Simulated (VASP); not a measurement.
A run of VASP 6.6.1 is set up as follows.

INCAR

```
PREC = Accurate
ENCUT = 520
EDIFF = 1E-7
ISMEAR = 0
SIGMA = 0.1
LREAL = F
LASPH = T
NELM = 100
ALGO = Normal
ISIF = 2
LWAVE = F
LCHARG = F
GGA = PE
NBANDS = 17
```

File KPOINTS:

```
Automatic mesh
0
Gamma
  6 6 4
```

POSCAR

```
Ca
1.0
    4.1646681100      0.0000000000      0.0000000000
   -2.0823340500      3.6067083800      0.0000000000
    0.0000000000      0.0000000000      6.1466771700
Ca
2
Direct
    0.0000000000      0.0000000000      0.2589133300
    0.0000000000      0.0000000000      0.7410866700
```

Potentials or basis: VASP PAW PBE potentials, release 64 (Ca_sv).

Launch:

```console
$ cat potpaw_PBE.64/Ca_sv/POTCAR > POTCAR
$ mpirun -np 1 vasp_std > vasp.out
```

(1) Estimate the pressure.

(2) What does it give for the band gap on the k mesh?

(3) What does it give for the largest force?

Answers

(1) -0.2 GPa.

(2) zero (bands 10 and 11 overlap by 0.36 eV).

(3) 0.471 eV/Å.

Caveat: the stress differs along the axes, from -5 to 9 GPa.
